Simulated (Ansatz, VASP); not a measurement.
Two plane-wave programs on HRh6

File INCAR:

```
PREC = Accurate ; ENCUT = 520
EDIFF = 1E-6 ; ISMEAR = 0
SIGMA = 0.1 ; LREAL = F
LASPH = T ; NELM = 60
ALGO = Normal ; ISIF = 2
LWAVE = F ; LCHARG = T
LDIPOL = T ; IDIPOL = 3
DIPOL = 0.5 0.5 0.295 ; GGA = PE
LELF = T ; LVHAR = T
LVACPOTAV = T ; NBANDS = 104
```

The input KPOINTS:

```
Automatic mesh
0
Gamma
  5 5 1
```

Contents of POSCAR:

```
HRh6
1.0
    5.4163401145      0.0000000000      0.0000000000
    0.0000000000      5.4163401145      0.0000000000
    0.0000000000      0.0000000000     21.6737367085
Rh H
12 2
Direct
    0.2500000000      0.2500000000      0.1845551625
    0.2500000000      0.7500000000      0.1845551625
    0.7500000000      0.2500000000      0.1845551625
    0.7500000000      0.7500000000      0.1845551625
    0.0000000000      0.0000000000      0.2693761947
    0.0000000000      0.5000000000      0.2693761947
    0.5000000000      0.0000000000      0.2693761947
    0.5000000000      0.5000000000      0.2693761947
    0.2500000000      0.2500000000      0.3540569313
    0.2500000000      0.7500000000      0.3540569313
    0.7500000000      0.2500000000      0.3540569313
    0.7500000000      0.7500000000      0.3540569313
    0.4399963826      0.5000000000      0.4486414521
    0.5600036174      0.5000000000      0.4486414521
```

Input for Ansatz:

```yaml
crystal:
  lattice:
    - [5.4163401145, 0.0, 0.0]
    - [0.0, 5.4163401145, 0.0]
    - [0.0, 0.0, 21.6737367085]
  atoms:
    - { symbol: Rh, position: [0.25, 0.25, 0.1845551625] }
    - { symbol: Rh, position: [0.25, 0.75, 0.1845551625] }
    - { symbol: Rh, position: [0.75, 0.25, 0.1845551625] }
    - { symbol: Rh, position: [0.75, 0.75, 0.1845551625] }
    - { symbol: Rh, position: [0.0, 0.0, 0.2693761947] }
    - { symbol: Rh, position: [0.0, 0.5, 0.2693761947] }
    - { symbol: Rh, position: [0.5, 0.0, 0.2693761947] }
    - { symbol: Rh, position: [0.5, 0.5, 0.2693761947] }
    - { symbol: Rh, position: [0.25, 0.25, 0.3540569313] }
    - { symbol: Rh, position: [0.25, 0.75, 0.3540569313] }
    - { symbol: Rh, position: [0.75, 0.25, 0.3540569313] }
    - { symbol: Rh, position: [0.75, 0.75, 0.3540569313] }
    - { symbol: H, position: [0.4399963826, 0.5, 0.4486414521] }
    - { symbol: H, position: [0.5600036174, 0.5, 0.4486414521] }
basis:
  ecutwfc: 420
kpoints:
  mp_grid: { grid: [5, 5, 1] }
hamiltonian:
  xc: pbe
scf:
  occupations: { method: gaussian, width: 0.1 }
output:
  forces: true
  eigenvalues: true
efield:
  axis: 3
  dipole_correction: true
  ramp_width: 0.04
```

Alike in both runs: task single point; functional PBE; k mesh 5 × 5 × 1; occupations gaussian, width 0.1 eV; no spin polarisation.

|  | VASP | Ansatz |
| --- | --- | --- |
| version | VASP 6.6.1 | Ansatz 0.2.0 |
| potentials or method | VASP PAW PBE potentials, release 64 (Rh_pv, H), cutoff 520 eV | scalar-relativistic, plane waves, PAW |
| valence electrons in the cell | 182 | 206 |

Ansatz gave:

| Property | Result |
| --- | --- |
| gap on the k mesh at the Fermi level (eV) | none |
| rms of the force components (eV/Å) | 1.175 |
| work function, face that differs most (eV) | 4.89 |

Task: What did VASP give for the same quantities?

Result: gap on the k mesh at the Fermi level (eV): none; rms of the force components (eV/Å): 1.183; work function, face that differs most (eV): 4.89.

Atom by atom the forces differ by 0.007 eV/Å (rms over components). A gap of «none» marks a metal or a gap that the smearing closes. The functional is the same, so the differences come from potentials, cutoffs and numerics. VASP's potentials hold 182 valence electrons a cell and Ansatz's 206, so a difference there can come from the potentials and not from the codes.
